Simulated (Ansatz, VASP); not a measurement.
# Na2S in VASP and in Ansatz

```
Na S
1.0
     0.00000    3.25543    3.25543
     3.25543    0.00000    3.25543
     3.25543    3.25543    0.00000
Na S
2 1
Direct
  0.25000 0.25000 0.25000
  0.75000 0.75000 0.75000
  0.00000 0.00000 0.00000
```

Alike in both runs: task single point; functional PBE; k mesh 8 × 8 × 8; occupations fermi-dirac, width 0.02 eV; no spin polarisation.

|  | VASP | Ansatz |
| --- | --- | --- |
| version | VASP 6.6.1 | Ansatz 0.2.0 |
| potentials or method | VASP PAW PBE potentials, release 64 (Na_pv, S) | plane waves, PAW |
| plane-wave cutoff (eV) | 500 | 420 |
| valence electrons in the cell | 20 | 24 |

```tsv
	VASP	Ansatz	Ansatz less VASP
gap on the k mesh at the Fermi level (eV)	2.53	2.53	+0.002
pressure (GPa)	0.8	0.8	-0.01
```

VASP's potentials hold 20 valence electrons a cell and Ansatz's 24, so a difference there can come from the potentials and not from the codes.
